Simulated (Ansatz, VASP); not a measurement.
**WS in VASP and in Ansatz**

POSCAR

```
WS
1.0
    0.0000000000      2.7299472644      2.7299472644
    2.7299472644      0.0000000000      2.7299472644
    2.7299472644      2.7299472644      0.0000000000
W S
1 1
Direct
    0.0000000000      0.0000000000      0.0000000000
    0.5000000000      0.5000000000      0.5000000000
```

File INCAR.step1:

```
PREC = Accurate
ENCUT = 520
ISMEAR = 0
SIGMA = 0.1
LREAL = F
LASPH = T
NELM = 150
LMAXMIX = 4
LDAU = T
LDAUTYPE = 2
LDAUL = 2 -1
LDAUU = 6.2 0
LDAUJ = 0 0
NBANDS = 17
GGA = PE
ALGO = Normal
EDIFF = 1E-4
LWAVE = T
LCHARG = F
```

INCAR.step2

```
PREC = Accurate
ENCUT = 520
EDIFF = 1E-6
ISMEAR = 0
SIGMA = 0.1
LREAL = F
LASPH = T
NELM = 150
ALGO = Normal
ISIF = 2
LWAVE = F
LCHARG = T
LMAXMIX = 4
LDAU = T
LDAUTYPE = 2
LDAUL = 2 -1
LDAUU = 6.2 0
LDAUJ = 0 0
LDAUPRINT = 1
METAGGA = R2SCAN
LMIXTAU = T
LELF = T
LVHAR = T
NBANDS = 17
ISTART = 1
```

KPOINTS

```
regular mesh
0
Gamma
  14 14 14
```

Input for Ansatz:

```yaml
crystal:
  lattice:
    - [0.0, 2.7299472644, 2.7299472644]
    - [2.7299472644, 0.0, 2.7299472644]
    - [2.7299472644, 2.7299472644, 0.0]
  atoms:
    - { symbol: W, position: [0.0, 0.0, 0.0] }
    - { symbol: S, position: [0.5, 0.5, 0.5] }
basis:
  ecutwfc: 500
kpoints:
  mp_grid: { grid: [14, 14, 14] }
hamiltonian:
  xc: r2scan
  hubbard: { sites: [{ species: W, l: d, u_eff: 6.2 }] }
scf:
  occupations: { method: gaussian, width: 0.1 }
output:
  forces: true
  stress: true
  eigenvalues: true
```

Alike in both runs: task single point; functional r2SCAN; k mesh 14 × 14 × 14; occupations gaussian, width 0.1 eV; no spin polarisation; Hubbard terms W d U = 6.2 eV.

|  | VASP | Ansatz |
| --- | --- | --- |
| version | VASP 6.6.1 | Ansatz 0.2.0 |
| potentials or method | VASP PAW PBE potentials, release 64 (W_sv, S), cutoff 520 eV | scalar-relativistic, plane waves, PAW |
| valence electrons in the cell | 20 | 20 |

```csv
,VASP,Ansatz,Ansatz less VASP
gap on the k mesh at the Fermi level (eV),none,none,-
pressure (GPa),-19.5,-18.7,+0.75
```

VASP's potentials were made for PBE, not for r2SCAN. The programs project onto different local orbitals, so the same U acts differently, and such runs can settle in different states. A gap of «none» marks a metal or a gap that the smearing closes. Ansatz's warnings: filled band counts differ across k points.

Neither program's run includes spin-orbit coupling.
